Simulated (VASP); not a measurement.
# ZnCd2Se3 (P1) in VASP: single point with PBEsol

Aim: the single point of ZnCd2Se3 with PBEsol.

Program: VASP 6.6.1. These are calculated values, not measurements. Logs are shortened: lines on timing, memory, paths and dates and some standing lists are left out, and cuts for length are marked.

**1. The cell of the first run**

The typed cell holds 6 atoms: a = 4.027 Å, b = 4.027 Å, c = 9.517 Å, α = 89.73°, β = 90.28°, γ = 117.05°.

**2. Single point, PBEsol**

The input, INCAR:

```
SYSTEM = ZnCd2Se3
  ALGO = Normal
  EDIFF = 1E-6
  ENCUT = 500
  GGA = PS
  GGA_COMPAT = .False.
  ISIF = 2
  ISMEAR = -1
  LASPH = .True.
  LCHARG = .False.
  LREAL = .False.
  LWAVE = .False.
  NBANDS = 36
  NELM = 120
  PREC = Accurate
  SIGMA = 0.05
```

The input, KPOINTS:

```
k-points
0
Gamma
  6 6 2
  0 0 0
```

The input, POSCAR:

```
ZnCd2Se3
1.0
    4.0252832447      0.1014828000     -0.0085438065
   -1.9211076051      3.5393140181      0.0103257586
   -0.0268798693      0.0095481563      9.5167981631
Zn Cd Se
1 2 3
Direct
    0.1702247990      0.1539322263      0.0081002491
    0.2703207214      0.6615122461      0.6837039700
    0.6774311354      0.2560838157      0.3324756040
    0.2112675541      0.6776244529      0.1614997056
    0.6935949317      0.1947758282      0.8547265002
    0.1353807782      0.1196381458      0.5080709127
```

Potentials or basis: VASP PAW PBE potentials, release 64 (Zn, Cd, Se).

Run with:

```console
$ cat potpaw_PBE.64/Zn/POTCAR potpaw_PBE.64/Cd/POTCAR potpaw_PBE.64/Se/POTCAR > POTCAR
$ mpirun -np 1 vasp_std > vasp.out
```

OUTCAR:

```text
SYSTEM = ZnCd2Se3
   EDIFF = 1E-6
   ENCUT = 500
   GGA = PS
   ISIF = 2
   ISMEAR = -1
   LASPH = .True.
   LREAL = .False.
   NELM = 120
   PREC = Accurate

 ion  position               nearest neighbor table
   1  0.170  0.154  0.008-   4 2.47   5 2.47   5 2.51   4 2.51
   2  0.270  0.662  0.684-   6 2.61   5 2.62   6 2.71   5 2.76
   3  0.677  0.256  0.332-   6 2.61   4 2.62   6 2.72   4 2.76
   4  0.211  0.678  0.161-   1 2.47   1 2.51   3 2.62   3 2.76
   5  0.694  0.195  0.855-   1 2.47   1 2.51   2 2.62   2 2.76
   6  0.135  0.120  0.508-   3 2.61   2 2.61   2 2.71   3 2.72

  LATTYP: Found a triclinic cell.
 ALAT       =     4.0265713647
 B/A-ratio  =     1.0001303728
 C/A-ratio  =     2.3635098081
 COS(alpha) =     0.0047932180
 COS(beta)  =     0.0049201101
 COS(gamma) =     0.4547476594

  Lattice vectors:

 A1 = (   4.0252832447,   0.1014828000,  -0.0085438065)
 A2 = (   1.9211076051,  -3.5393140181,  -0.0103257586)
 A3 = (   0.0268798693,  -0.0095481563,  -9.5167981631)

Analysis of symmetry for initial positions (statically):
=====================================================================
 Subroutine PRICEL returns:
 Original cell was already a primitive cell.

 Routine SETGRP: Setting up the symmetry group for a
 triclinic supercell.

 Subroutine GETGRP returns: Found  1 space group operations
 (whereof  1 operations were pure point group operations)
 out of a pool of  2 trial point group operations.

The static configuration has the point symmetry C_1 .

Analysis of symmetry for dynamics (positions and initial velocities):
=====================================================================
 Subroutine PRICEL returns:
 Original cell was already a primitive cell.

 Routine SETGRP: Setting up the symmetry group for a
 triclinic supercell.

 Subroutine GETGRP returns: Found  1 space group operations
 (whereof  1 operations were pure point group operations)
 out of a pool of  2 trial point group operations.

The dynamic configuration has the point symmetry C_1 .

 Subroutine INISYM returns: Found  1 space group operations
 (whereof  1 operations are pure point group operations),
 and found     1 'primitive' translations

----------------------------------------------------------------------------------------

                                     Primitive cell

  volume of cell :     137.4377

  direct lattice vectors                    reciprocal lattice vectors
     4.025283245  0.101482800 -0.008543807     0.245077193  0.133024052  0.000558750
    -1.921107605  3.539314018  0.010325759    -0.007027716  0.278726920 -0.000299495
    -0.026879869  0.009548156  9.516798163     0.000227646 -0.000182996  0.105078184

  length of vectors
     4.026571365  4.027096320  9.516840913     0.278852185  0.278815664  0.105078590

  position of ions in fractional coordinates (direct lattice)
     0.170224799  0.153932226  0.008100249
     0.270320721  0.661512246  0.683703970
     0.677431135  0.256083816  0.332475604
     0.211267554  0.677624453  0.161499706
     0.693594932  0.194775828  0.854726500
     0.135380778  0.119638146  0.508070913

  ion indices of the primitive-cell ions
   primitive index   ion index
                 1           1
                 2           2
                 3           3
                 4           4
                 5           5
                 6           6

----------------------------------------------------------------------------------------

 KPOINTS: k-points

Automatic generation of k-mesh.
 Grid dimensions read from file:
 generate k-points for:    6    6    2

 Generating k-lattice:

  Cartesian coordinates                     Fractional coordinates (reciprocal lattice)
     0.040846199  0.022170675  0.000093125     0.166666667  0.000000000  0.000000000
    -0.001171286  0.046454487 -0.000049916     0.000000000  0.166666667 -0.000000000
     0.000113823 -0.000091498  0.052539092     0.000000000 -0.000000000  0.500000000

  Length of vectors
     0.046475364  0.046469277  0.052539295

  Shift w.r.t. Gamma in fractional coordinates (k-lattice)
     0.000000000  0.000000000  0.000000000

 Subroutine IBZKPT returns following result:
 ===========================================

 Found     40 irreducible k-points:

 Following reciprocal coordinates:
            Coordinates               Weight
  0.000000  0.000000  0.000000      1.000000
  0.166667 -0.000000  0.000000      2.000000
  0.333333  0.000000 -0.000000      2.000000
  0.500000  0.000000 -0.000000      1.000000
  0.000000  0.166667  0.000000      2.000000
  0.166667  0.166667 -0.000000      2.000000
[... 16 lines left out ...]
  0.333333 -0.000000  0.500000      2.000000
  0.500000 -0.000000  0.500000      1.000000
 [... further k-points ...]
   k-points           NKPTS =     40   k-points in BZ     NKDIM =     40   number of bands    NBANDS=     36
   number of dos      NEDOS =    301   number of ions     NIONS =      6
   total plane-waves  NPLWV =  63000
   dimension x,y,z NGX =    30 NGY =   30 NGZ =   70
   dimension x,y,z NGXF=    60 NGYF=   60 NGZF=  140
   ions per type =               1   2   3
   NGX,Y,Z   is equivalent  to a cutoff of  12.39, 12.38, 12.23 a.u.
   NGXF,Y,Z  is equivalent  to a cutoff of  24.77, 24.77, 24.46 a.u.
 SYSTEM =  ZnCd2Se3
   PREC   = accura    normal or accurate (medium, high low for compatibility)
   ISTART =      0    job   : 0-new  1-cont  2-samecut
   ICHARG =      2    charge: 1-file 2-atom 10-const
   ISPIN  =      1    spin polarized calculation?
   LNONCOLLINEAR =      F non collinear calculations
   LSORBIT =      F    spin-orbit coupling
   LASPH  =      T    aspherical Exc in radial PAW
   ENCUT  =  500.0 eV  36.75 Ry    6.06 a.u.   7.34  7.34 17.35*2*pi/ulx,y,z
   NELM   =    120;   NELMIN=  2; NELMDL= -5     # of ELM steps
   EDIFF  = 0.1E-05   stopping-criterion for ELM
   LREAL  =      F    real-space projection
   EDIFFG = 0.1E-04   stopping-criterion for IOM
   NSW    =      0    number of steps for IOM
   IBRION =     -1    ionic relax: 0-MD 1-quasi-New 2-CG
   NFREE  =      0    steps in history (QN), initial steepest desc. (CG)
   ISIF   =      2    stress and relaxation
   ISYM   =      2    0-nonsym 1-usesym 2-fastsym
   POTIM  = 0.5000    time-step for ionic-motion
   TEBEG  =    0.0;   TEEND  =   0.0 temperature during run
   PSTRESS=    0.0 pullay stress
   NELECT =      54.0000    total number of electrons
   NUPDOWN=      -1.0000    fix difference up-down
   EMIN   =  10.00;   EMAX   =-10.00  energy-range for DOS
   EFERMI =   0.00;   METHOD = LEGACY
   ISMEAR =    -1;   SIGMA  =   0.05  broadening in eV -4-tet -1-fermi 0-gaus
   EFERMI_NEDOS =   21; number of points for ismear=-14 and -15
   IALGO  =     38    algorithm
   IMIX   =      4    mixing-type and parameters
     AMIX     =   0.40;   BMIX     =  1.00
     AMIX_MAG =   1.60;   BMIX_MAG =  1.00
  volume/ion in A,a.u.               =      22.91       154.58
  Fermi-wavevector in a.u.,A,eV,Ry     =   1.199051  2.265877 19.561398  1.437722
  Thomas-Fermi vector in A             =   2.334923
   LORBIT       =      0    0 simple, 1 ext, 2 COOP (PROOUT), +10 PAW based schemes
   GGA     = PS    functional components
   LHFCALC =     F    Hartree Fock is set to
   AEXX    =    0.0000 exact exchange contribution
   IVDW    =     0    specifies the selected vdW correction
   LEPSILON=     F    determine dielectric tensor
   LRPA    =     F    only Hartree local field effects (RPA)
 non-spin polarized calculation
  energy-cutoff  :      500.00
  volume of cell :      137.44
 maximum number of plane-waves:      3509
 NGX is ok and might be reduce to    30
   NGX = 15   NGY = 15   NGZ = 35

 number of electron      54.0000005 magnetization

 Free energy of the ion-electron system (eV)
  ---------------------------------------------------
  ext. energy  EPLUGINS =         0.00000000
  ---------------------------------------------------
  free energy    TOTEN  =       -18.44687069 eV

  energy without entropy =      -18.44571875  energy(sigma->0) =      -18.44629472

 E-fermi :   2.4137     XC(G=0): -10.0805

 val. band max:        2.3100291358   @ k =   0.0000   0.0000   0.5000
 cond. band min:       2.5108125894   @ k =   0.0000   0.0000   0.0000
 fundamental gap:      0.2007834536
 Fermi energy:         2.4137259282

 k-point     1 :       0.0000    0.0000    0.0000
  band No.  band energies     occupation
      1     -11.1757      2.00000
      2     -10.4224      2.00000
      3     -10.3396      2.00000
      4      -6.0825      2.00000
      5      -5.9461      2.00000
      6      -5.9429      2.00000
[... 28 lines left out ...]
     35       8.8592      0.00000
     36       9.5175      0.00000

 k-point     2 :       0.1667   -0.0000    0.0000
  band No.  band energies     occupation
      1     -11.0211      2.00000
      2     -10.3677      2.00000
      3     -10.2798      2.00000
      4      -6.0606      2.00000
      5      -5.9516      2.00000
      6      -5.9053      2.00000
[... 28 lines left out ...]
     35       8.8913      0.00000
     36       9.4966      0.00000

 k-point     3 :       0.3333    0.0000   -0.0000
  band No.  band energies     occupation
      1     -10.6469      2.00000
      2     -10.2642      2.00000
      3     -10.1830      2.00000
      4      -6.0120      2.00000
      5      -5.9780      2.00000
      6      -5.8266      2.00000
[... 28 lines left out ...]
     35       9.1631      0.00000
     36       9.7961      0.00000
[... 742 lines left out ...]
 k-point    23 :       0.3333   -0.0000    0.5000
  band No.  band energies     occupation
      1     -10.5818      2.00000
      2     -10.4256      2.00000
      3     -10.0866      2.00000
      4      -6.0334      2.00000
      5      -5.9719      2.00000
      6      -5.8262      2.00000
[... 28 lines left out ...]
     35       8.9527      0.00000
     36       9.8332      0.00000

 k-point    24 :       0.5000   -0.0000    0.5000
  band No.  band energies     occupation
      1     -10.3388      2.00000
      2     -10.2652      2.00000
      3     -10.1811      2.00000
      4      -6.0022      2.00000
      5      -5.9817      2.00000
      6      -5.8230      2.00000
[... 28 lines left out ...]
     35       8.6336      0.00000
     36      10.4957      0.00000

 [... further k-points ...]

------------------------ aborting loop because EDIFF is reached ----------------------------------------

  FORCE on cell =-STRESS in cart. coord.  units (eV):
  Direction    XX          YY          ZZ          XY          YZ          ZX
  --------------------------------------------------------------------------------------
  -------------------------------------------------------------------------------------
  Total        0.3144551      0.3302179      0.3458717      0.0249992      0.0052386     -0.0212486
  in kB        3.6657556      3.8495091      4.0319937      0.2914277      0.0610690     -0.2477050
  external PRESSURE =       3.8490861 kB  Pullay stress =       0.0000000 kB

 VOLUME and BASIS-vectors are now :
 -----------------------------------------------------------------------------
  energy-cutoff  :      500.00
  volume of cell :      137.44
      direct lattice vectors                 reciprocal lattice vectors
     4.025283245  0.101482800 -0.008543807     0.245077193  0.133024052  0.000558750
    -1.921107605  3.539314018  0.010325759    -0.007027716  0.278726920 -0.000299495
    -0.026879869  0.009548156  9.516798163     0.000227646 -0.000182996  0.105078184

 POSITION                                       TOTAL-FORCE (eV/Angst)
 -----------------------------------------------------------------------------------
      0.38926      0.56217      0.07722        -0.002983      0.000349      0.000848
     -0.20110      2.37526      6.51119         0.002006     -0.000839      0.003680
      2.22595      0.97828      3.16096         0.000387     -0.001403     -0.004015
     -0.45572      2.42131      1.54215         0.014486      0.007828     -0.015956
      2.39476      0.76792      8.13034         0.000820      0.014676      0.016732
      0.30145      0.44203      4.83529        -0.014717     -0.020610     -0.001289
 -----------------------------------------------------------------------------------
    total drift:                                0.000801      0.000431     -0.000460

  FREE ENERGIE OF THE ION-ELECTRON SYSTEM (eV)
  ---------------------------------------------------
  free  energy   TOTEN  =       -18.4468706883 eV

  energy  without entropy=      -18.4457187502  energy(sigma->0) =      -18.44629472
```

Wall time 3.3 min (1 thread of AMD EPYC 7R13, shared host); peak memory 0.31 GiB.

What came out:

| Quantity | Value |
| --- | --- |
| Free energy | -18.4469 eV |
| Pressure | 0.4 GPa |
| Largest force | 0.025 eV/Å |
| Band gap on the k mesh | 0.20 eV, indirect (least direct gap 0.56 eV) |

Forces on the atoms (eV/Å):
```
Zn  -0.003  0.000  0.001
Cd   0.002 -0.001  0.004
Cd   0.000 -0.001 -0.004
Se   0.014  0.008 -0.016
Se   0.001  0.015  0.017
Se  -0.015 -0.021 -0.001
```

Caveat: the PAW data sets were made with another functional, which shifts forces and pressure a little. A k mesh can miss the band edges.
